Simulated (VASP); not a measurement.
Write the native input for VASP 6.6.1 that does the following.

- Task: single point
- Functional: LDA
- Potentials or basis: VASP PAW LDA potentials, release 64 (Al, Ga_d, N)
- Cutoff: 520 eV
- k mesh: 8 × 8 × 6
- Occupations: gaussian, width 0.02 eV
- Spin: no spin polarisation
- Dipole correction: no
- Further INCAR settings: ALGO = Normal; EDIFF = 1e-06; NBANDS = 21

The structure of AlGaN2 lies in POSCAR:

```
AlGaN2
1.0
    3.1152128962      0.0000000000      0.0000000000
    0.0000000000      3.1152128962      0.0000000000
    0.0000000000      0.0000000000      4.3839389486
Al Ga N
1 1 2
Direct
    0.5000000000      0.5000000000      0.5000000000
    0.0000000000      0.0000000000      0.0000000000
    0.5000000000      0.0000000000      0.7400738390
    0.0000000000      0.5000000000      0.2599261610
```

One way to write it, as run:

INCAR

```
  PREC = Accurate
  ENCUT = 520
  EDIFF = 1E-6
  ISMEAR = 0
  SIGMA = 0.02
  LREAL = F
  LASPH = T
  NELM = 100
  ALGO = Normal
  ISIF = 2
  LWAVE = F
  LCHARG = F
  GGA = CA
  NBANDS = 21
```

KPOINTS

```
regular mesh
0
Gamma
  8 8 6
```

Potentials or basis: VASP PAW LDA potentials, release 64 (Al, Ga_d, N).

Run with:

```sh
$ cat potpaw_LDA.64/Al/POTCAR potpaw_LDA.64/Ga_d/POTCAR potpaw_LDA.64/N/POTCAR > POTCAR
$ mpirun -np 1 vasp_std > vasp.out
```

It gave:

```yaml
Pressure: 0.9 GPa
Largest_force: 0.033 eV/Å
Band_gap_on_the_k_mesh: 3.07 eV, direct
```

Wall time 27 s on 1 thread of Intel Xeon 6975P-C (shared host), peak memory 0.17 GiB.
